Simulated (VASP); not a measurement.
Wanted: the native input for a VASP 6.6.1 run.

* Task: single point
* Functional: r2SCAN
* Potentials or basis: VASP PAW PBE potentials, release 64 (Sn_d, O)
* Cutoff: 660 eV
* k mesh: 6 × 6 × 6
* Occupations: fermi-dirac, width 0.02 eV
* Spin: non-collinear spin, zero start, spin-orbit coupling
* Starting moments: [[0.0, 0.0, 0.0], [0.0, 0.0, 0.0], [0.0, 0.0, 0.0], [0.0, 0.0, 0.0]] μB
* Dipole correction: no
* Further INCAR settings: ALGO = Normal; EDIFF = 1e-06; NBANDS = 54

SnO:

```
Sn O
1.0
     3.71674    0.00000    0.00000
     0.00000    3.71674    0.00000
     0.00000    0.00000    4.66322
Sn O
2 2
Direct
  0.00000 0.50000 0.24999
  0.50000 0.00000 0.75001
  0.50000 0.50000 0.00000
  0.00000 0.00000 0.00000
```

This cell differs from its parent crystal: strain -2.0%.

These files were run (other wordings do the same):

POSCAR

```
SnO
1.0
    3.7167363005      0.0000000000      0.0000000000
    0.0000000000      3.7167363005      0.0000000000
    0.0000000000      0.0000000000      4.6632194833
Sn O
2 2
Direct
    0.0000000000      0.5000000000      0.2499927961
    0.5000000000      0.0000000000      0.7500072039
    0.5000000000      0.5000000000      0.0000000000
    0.0000000000      0.0000000000      0.0000000000
```

INCAR.step1

```
PREC     = Accurate       # precision mode
ENCUT    = 660            # plane-wave cutoff, eV
ISMEAR   = -1             # smearing method
SIGMA    = 0.02           # smearing width, eV
LREAL    = False          # projectors in reciprocal space
LASPH    = True           # aspherical terms in the spheres
NELM     = 200            # most SCF steps
MAGMOM   = 0 0 0 0 0 0 0 0 0 0 0 0 # initial moments
LSORBIT  = True           # spin-orbit coupling
GGA_COMPAT= False        
NBANDS   = 54             # bands
GGA      = PE             # functional
ALGO     = Normal         # electronic algorithm
EDIFF    = 1E-5           # SCF threshold, eV
LWAVE    = True           # write WAVECAR
LCHARG   = False          # write CHGCAR
```

INCAR.step2

```
PREC     = Accurate       # precision mode
ENCUT    = 660            # plane-wave cutoff, eV
EDIFF    = 1E-6           # SCF threshold, eV
ISMEAR   = -1             # smearing method
SIGMA    = 0.02           # smearing width, eV
LREAL    = False          # projectors in reciprocal space
LASPH    = True           # aspherical terms in the spheres
NELM     = 200            # most SCF steps
ALGO     = Normal         # electronic algorithm
ISIF     = 2              # what is computed and relaxed
LWAVE    = False          # write WAVECAR
LCHARG   = True           # write CHGCAR
MAGMOM   = 0 0 0 0 0 0 0 0 0 0 0 0 # initial moments
LORBIT   = 11             # projections on sites
LSORBIT  = True           # spin-orbit coupling
GGA_COMPAT= False        
LORBMOM  = True         
METAGGA  = R2SCAN         # meta-GGA
LMIXTAU  = True         
LVHAR    = True         
NBANDS   = 54             # bands
ISTART   = 1
```

KPOINTS

```
regular mesh
0
Gamma
  6 6 6
```

Potentials or basis: VASP PAW PBE potentials, release 64 (Sn_d, O).

Launch:

```console
$ cat potpaw_PBE.64/Sn_d/POTCAR potpaw_PBE.64/O/POTCAR > POTCAR
$ cp INCAR.step1 INCAR
$ mpirun -np 1 vasp_ncl > vasp.out
$ cp INCAR.step2 INCAR
$ mpirun -np 1 vasp_ncl > vasp.out
```

It gave:

* Pressure: 5.7 GPa
* Largest force: 0.134 eV/Å
* Net moment: 0.00 μB per cell
* Valence electrons inside the program's atomic spheres: Sn 12.17; O 5.07

Caveat: the cell differs from its parent crystal (strain -2.0%); the cell stands under pressure; the PAW data sets were made with another functional, which shifts forces and pressure a little.

It took 32 min on 1 thread of Oxide Virtual Turin-like Processor, with other jobs on the host, peak memory 0.57 GiB.
